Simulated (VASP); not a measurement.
# ZnO (P6_3mc) in VASP: notebook, part 3 of 4

VASP 6.6.1. The steps go on from the part before.

### 5 Relaxation of cell and atoms, PBE

This run uses another cell than the first one, of 11.90 Å³/atom.

Input file INCAR:

```
SYSTEM = ZnO
ALGO = Normal
EDIFF = 1E-6
EDIFFG = -0.005
ENCUT = 600
GGA = PE
IBRION = 2
ISIF = 3
ISMEAR = -1
LASPH = .TRUE.
LCHARG = .FALSE.
LREAL = .FALSE.
LWAVE = .FALSE.
NELM = 100
NSW = 80
PREC = Accurate
SIGMA = 0.02
```

Input file KPOINTS:

```
k-points
0
G
  12 12 4
  0 0 0
```

Input file POSCAR:

```
ZnO
1.0
    3.2493080000      0.0000000000      0.0000000000
   -1.6246540000      2.8139832727      0.0000000000
    0.0000000000      0.0000000000      5.2057090000
Zn O
2 2
Direct
    0.3333333333      0.6666666667      0.5000000000
    0.6666666667      0.3333333333      0.0000000000
    0.6666666667      0.3333333333      0.3790100000
    0.3333333333      0.6666666667      0.8790100000
```

Potentials or basis: VASP PAW PBE potentials, release 64 (Zn, O).

Command:

```console
$ cat potpaw_PBE.64/Zn/POTCAR potpaw_PBE.64/O/POTCAR > POTCAR
$ mpirun -np 1 vasp_std > vasp.out
```

OUTCAR:

```text
SYSTEM = ZnO
   EDIFF = 1E-6
   EDIFFG = -0.005
   ENCUT = 600
   GGA = PE
   IBRION = 2
   ISIF = 3
   ISMEAR = -1
   LASPH = .TRUE.
   LREAL = .FALSE.
   NELM = 100
   NSW = 80
   PREC = Accurate

 ion  position               nearest neighbor table
   1  0.333  0.667  0.500-   4 1.97   3 1.98   3 1.98   3 1.98
   2  0.667  0.333  0.000-   3 1.97   4 1.98   4 1.98   4 1.98
   3  0.667  0.333  0.379-   2 1.97   1 1.98   1 1.98   1 1.98
   4  0.333  0.667  0.879-   1 1.97   2 1.98   2 1.98   2 1.98

  LATTYP: Found a hexagonal cell.
 ALAT       =     3.2493080000
 C/A-ratio  =     1.6020977390

  Lattice vectors:

 A1 = (   3.2493080000,   0.0000000000,   0.0000000000)
 A2 = (  -1.6246540000,   2.8139832727,   0.0000000000)
 A3 = (   0.0000000000,   0.0000000000,   5.2057090000)

Analysis of symmetry for initial positions (statically):
=====================================================================
 Subroutine PRICEL returns:
 Original cell was already a primitive cell.

 Routine SETGRP: Setting up the symmetry group for a
 hexagonal supercell.

 Subroutine GETGRP returns: Found 12 space group operations
 (whereof  6 operations were pure point group operations)
 out of a pool of 24 trial point group operations.

The static configuration has the point symmetry C_3v.
 The point group associated with its full space group is C_6v.

Analysis of symmetry for dynamics (positions and initial velocities):
=====================================================================
 Subroutine PRICEL returns:
 Original cell was already a primitive cell.

 Routine SETGRP: Setting up the symmetry group for a
 hexagonal supercell.

 Subroutine GETGRP returns: Found 12 space group operations
 (whereof  6 operations were pure point group operations)
 out of a pool of 24 trial point group operations.

The dynamic configuration has the point symmetry C_3v.
 The point group associated with its full space group is C_6v.

 Subroutine INISYM returns: Found 12 space group operations
 (whereof  6 operations are pure point group operations),
 and found     1 'primitive' translations

----------------------------------------------------------------------------------------

                                     Primitive cell

  volume of cell :      47.5984

  direct lattice vectors                    reciprocal lattice vectors
     3.249308000  0.000000000  0.000000000     0.307757836  0.177684070  0.000000000
    -1.624654000  2.813983273  0.000000000     0.000000000  0.355368139  0.000000000
     0.000000000  0.000000000  5.205709000     0.000000000  0.000000000  0.192096792

  length of vectors
     3.249308000  3.249308000  5.205709000     0.355368139  0.355368139  0.192096792

  position of ions in fractional coordinates (direct lattice)
     0.333333333  0.666666667  0.500000000
     0.666666667  0.333333333  0.000000000
     0.666666667  0.333333333  0.379010000
     0.333333333  0.666666667  0.879010000

  ion indices of the primitive-cell ions
   primitive index   ion index
                 1           1
                 2           2
                 3           3
                 4           4

[... 57 lines left out ...]
   dimension x,y,z NGXF=    56 NGYF=   56 NGZF=   84
   ions per type =               2   2
   NGX,Y,Z   is equivalent  to a cutoff of  14.33, 14.33, 13.41 a.u.
   NGXF,Y,Z  is equivalent  to a cutoff of  28.65, 28.65, 26.83 a.u.
 SYSTEM =  ZnO
   PREC   = accura    normal or accurate (medium, high low for compatibility)
   ISTART =      0    job   : 0-new  1-cont  2-samecut
   ICHARG =      2    charge: 1-file 2-atom 10-const
   ISPIN  =      1    spin polarized calculation?
   LNONCOLLINEAR =      F non collinear calculations
   LSORBIT =      F    spin-orbit coupling
   LASPH  =      T    aspherical Exc in radial PAW
   ENCUT  =  600.0 eV  44.10 Ry    6.64 a.u.   6.49  6.49 10.40*2*pi/ulx,y,z
   NELM   =    100;   NELMIN=  2; NELMDL= -5     # of ELM steps
   EDIFF  = 0.1E-05   stopping-criterion for ELM
   LREAL  =      F    real-space projection
   EDIFFG = -.5E-02   stopping-criterion for IOM
   NSW    =     80    number of steps for IOM
   IBRION =      2    ionic relax: 0-MD 1-quasi-New 2-CG
   NFREE  =      1    steps in history (QN), initial steepest desc. (CG)
   ISIF   =      3    stress and relaxation
   ISYM   =      2    0-nonsym 1-usesym 2-fastsym
   POTIM  = 0.5000    time-step for ionic-motion
   TEBEG  =    0.0;   TEEND  =   0.0 temperature during run
   PSTRESS=    0.0 pullay stress
   NELECT =      36.0000    total number of electrons
   NUPDOWN=      -1.0000    fix difference up-down
   EMIN   =  10.00;   EMAX   =-10.00  energy-range for DOS
   EFERMI =   0.00;   METHOD = LEGACY
   ISMEAR =    -1;   SIGMA  =   0.02  broadening in eV -4-tet -1-fermi 0-gaus
   EFERMI_NEDOS =   21; number of points for ismear=-14 and -15
   IALGO  =     38    algorithm
   IMIX   =      4    mixing-type and parameters
     AMIX     =   0.40;   BMIX     =  1.00
     AMIX_MAG =   1.60;   BMIX_MAG =  1.00
  volume/ion in A,a.u.               =      11.90        80.30
  Fermi-wavevector in a.u.,A,eV,Ry     =   1.491574  2.818667 30.270160  2.224794
  Thomas-Fermi vector in A             =   2.604212
   LORBIT       =      0    0 simple, 1 ext, 2 COOP (PROOUT), +10 PAW based schemes
   GGA     = PE    functional components
   LHFCALC =     F    Hartree Fock is set to
   AEXX    =    0.0000 exact exchange contribution
   IVDW    =     0    specifies the selected vdW correction
   LEPSILON=     F    determine dielectric tensor
   LRPA    =     F    only Hartree local field effects (RPA)
 conjugate gradient relaxation of ions
 non-spin polarized calculation
  energy-cutoff  :      600.00
  volume of cell :       47.60
 maximum number of plane-waves:      1616
 NGX is ok and might be reduce to    28
   NGX = 13   NGY = 13   NGZ = 21

--------------------------------------- Ionic step        1  -------------------------------------------

 number of electron      36.0000008 magnetization

 Free energy of the ion-electron system (eV)
  ---------------------------------------------------
  ext. energy  EPLUGINS =         0.00000000
  ---------------------------------------------------
  free energy    TOTEN  =       -17.82623476 eV

  energy without entropy =      -17.82623476  energy(sigma->0) =      -17.82623476

------------------------ aborting loop because EDIFF is reached ----------------------------------------

  FORCE on cell =-STRESS in cart. coord.  units (eV):
  Direction    XX          YY          ZZ          XY          YZ          ZX
  --------------------------------------------------------------------------------------
  -------------------------------------------------------------------------------------
  Total        1.5584291      1.5584291      2.0814487      0.0000000     -0.0000000      0.0000000
  in kB       52.4572283     52.4572283     70.0622406      0.0000000     -0.0000000      0.0000000
  external PRESSURE =      58.3255657 kB  Pullay stress =       0.0000000 kB
[... 95 lines left out ...]
  FREE ENERGIE OF THE ION-ELECTRON SYSTEM (eV)
  ---------------------------------------------------
  free  energy   TOTEN  =       -17.8619072544 eV

  energy  without entropy=      -17.8619072544  energy(sigma->0) =      -17.86190725

[... ionic steps 4 to 12 ...]

--------------------------------------- Ionic step       13  -------------------------------------------

 number of electron      36.0000014 magnetization

------------------------ aborting loop because EDIFF is reached ----------------------------------------
[... 71 lines left out ...]
--------------------------------------- Ionic step       15  -------------------------------------------

 number of electron      36.0000013 magnetization

 Free energy of the ion-electron system (eV)
  ---------------------------------------------------
  ext. energy  EPLUGINS =         0.00000000
  ---------------------------------------------------
  free energy    TOTEN  =       -17.86201935 eV

  energy without entropy =      -17.86201935  energy(sigma->0) =      -17.86201935

 E-fermi :   1.2084     XC(G=0): -10.6905

 val. band max:        0.8368425911   @ k =   0.0000   0.0000   0.0000
 cond. band min:       1.5554330507   @ k =   0.0000   0.0000   0.0000
 fundamental gap:      0.7185904596
 Fermi energy:         1.2083722023

 k-point     1 :       0.0000    0.0000    0.0000
  band No.  band energies     occupation
      1     -16.9307      2.00000
      2     -16.2730      2.00000
      3      -4.6711      2.00000
      4      -4.6711      2.00000
      5      -4.6330      2.00000
      6      -4.4970      2.00000
[... 589 lines left out ...]
     21       9.1693      0.00000
     22       9.5986      0.00000

 [... further k-points ...]
[... 5 lines left out ...]
  --------------------------------------------------------------------------------------
  -------------------------------------------------------------------------------------
  Total       -0.0164139     -0.0164139     -0.0135829      0.0000000      0.0000000      0.0000000
  in kB       -0.5298904     -0.5298904     -0.4384972      0.0000000      0.0000000      0.0000000
  external PRESSURE =      -0.4994260 kB  Pullay stress =       0.0000000 kB
[... 19 lines left out ...]
  FREE ENERGIE OF THE ION-ELECTRON SYSTEM (eV)
  ---------------------------------------------------
  free  energy   TOTEN  =       -17.8620193461 eV

  energy  without entropy=      -17.8620193460  energy(sigma->0) =      -17.86201935

 reached required accuracy - stopping structural energy minimisation
```

OSZICAR:

```text
N       E                     dE             d eps       ncg     rms          rms(c)
DAV:   1     0.302970171334E+03    0.30297E+03   -0.20574E+04  2532   0.263E+03
DAV:   2     0.111905255811E+02   -0.29178E+03   -0.28023E+03  2676   0.467E+02
[... 103 lines left out ...]
  14 F= -.17862028E+02 E0= -.17862028E+02  d E =-.315235E-04
       N       E                     dE             d eps       ncg     rms          rms(c)
DAV:   1    -0.178625874702E+02   -0.55923E-03   -0.90003E-03  2968   0.183E+00    0.175E-01
DAV:   2    -0.178620840937E+02    0.50338E-03   -0.20381E-03  3152   0.942E-01    0.629E-02
DAV:   3    -0.178620378009E+02    0.46293E-04   -0.36918E-05  3348   0.181E-01    0.356E-02
DAV:   4    -0.178620192869E+02    0.18514E-04   -0.26497E-05  3818   0.757E-02    0.438E-03
DAV:   5    -0.178620193461E+02   -0.59198E-07   -0.49400E-06  2514   0.250E-02
  15 F= -.17862019E+02 E0= -.17862019E+02  d E =0.820292E-05
```

It took 3 min on 1 thread of Intel Xeon 6975P-C (Granite Rapids), shared host; peak memory 0.22 GiB.

Results:

```yaml
Free_energy: -17.8620 eV
Relaxed_volume: 12.41 Å³/atom
Relaxed_cell: a = 3.287 Å, b = 3.287 Å, c = 5.305 Å, α = 90.00°, β = 90.00°, γ = 120.00°
Space_group_after_relaxing_to_0.1_Å: P6_3mc (No. 186)
Energy_gained_by_relaxing: 8.9 meV/atom
Ionic_steps: 15
Pressure_after_relaxing: 0.0 GPa
Band_gap_on_the_k_mesh: 0.72 eV
```

The path:
```
step  energy change (eV)  largest force (eV/Å)  pressure (GPa)  volume (Å³)
   1              0.0000                0.0744            5.83        47.60
   2             -0.0270                0.0268           -2.61        50.64
   3             -0.0357                0.0010           -0.01        49.59
   4             -0.0357                0.0021           -0.06        49.63
   5             -0.0357                0.0109           -0.01        49.62
   6             -0.0357                0.0150           -0.10        49.62
   7             -0.0358                0.0115           -0.01        49.57
   8             -0.0358                0.0099            0.09        49.54
   9             -0.0358                0.0102            0.14        49.54
  10             -0.0358                0.0108            0.11        49.56
  11             -0.0358                0.0118            0.04        49.56
  12             -0.0358                0.0101            0.10        49.56
  13             -0.0358                0.0029            0.08        49.57
  14             -0.0358                0.0017            0.11        49.57
  15             -0.0358                0.0009           -0.05        49.63
```

Final structure:
```
Zn O
1.0
     3.28670    0.00000    0.00000
    -1.64335    2.84637    0.00000
     0.00000    0.00000    5.30500
Zn O
2 2
Direct
  0.33333 0.66667 0.49999
  0.66667 0.33333 0.99999
  0.66667 0.33333 0.37902
  0.33333 0.66667 0.87902
```

Levels at points of the mesh, in eV from the valence-band top:
```csv
k point,band 14,band 15,band 16,band 17,band 18,band 19,band 20,band 21,band 22
"(0.00, 0.00, 0.00)",-0.75,-0.75,-0.08,0.00,0.00,0.72,5.07,8.05,12.70
"(0.50, 0.00, 0.00)",-3.41,-2.70,-2.12,-1.22,-0.78,5.60,6.81,7.52,8.22
"(0.00, 0.00, 0.50)",-2.22,-0.37,-0.37,-0.37,-0.37,3.35,3.35,9.89,9.89
"(0.50, 0.00, 0.50)",-3.68,-1.42,-1.42,-1.31,-1.31,5.63,5.63,8.19,8.19
```

(Part 3 of 4 ends here.)
